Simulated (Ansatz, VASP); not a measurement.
# SnAs in VASP and in Ansatz

```
CELL_PARAMETERS angstrom
0.00000 2.83474 2.83474
2.83474 0.00000 2.83474
2.83474 2.83474 0.00000
ATOMIC_POSITIONS crystal
Sn 0.00000 0.00000 0.00000
As 0.50000 0.50000 0.50000
```

Alike in both runs: functional LDA; k mesh 12 × 12 × 12; occupations fermi-dirac, width 0.08 eV; no spin polarisation.

Ansatz relaxed the structure, and its values are those at the end. VASP's run is a single point on that final structure, the one shown.

|  | VASP | Ansatz |
| --- | --- | --- |
| version | VASP 6.6.1 | Ansatz 0.2.0 |
| potentials or method | VASP PAW LDA potentials, release 64 (Sn_d, As) | PAW with Ansatz's default frozen-core files, scalar-relativistic |
| plane-wave cutoff (eV) | 520 | 420 |
| valence electrons in the cell | 19 | 29 |

Ansatz gave:

| Property | Result |
| --- | --- |
| pressure (GPa) | 0.0 |

Question: Estimate VASP's values.

Answer: Pressure (GPa): 0.2.

LDA's correlation is that of Perdew and Zunger in VASP and of Perdew and Wang (1992) in Ansatz. VASP's potentials hold 19 valence electrons a cell and Ansatz's 29, so a difference there can come from the potentials and not from the codes.
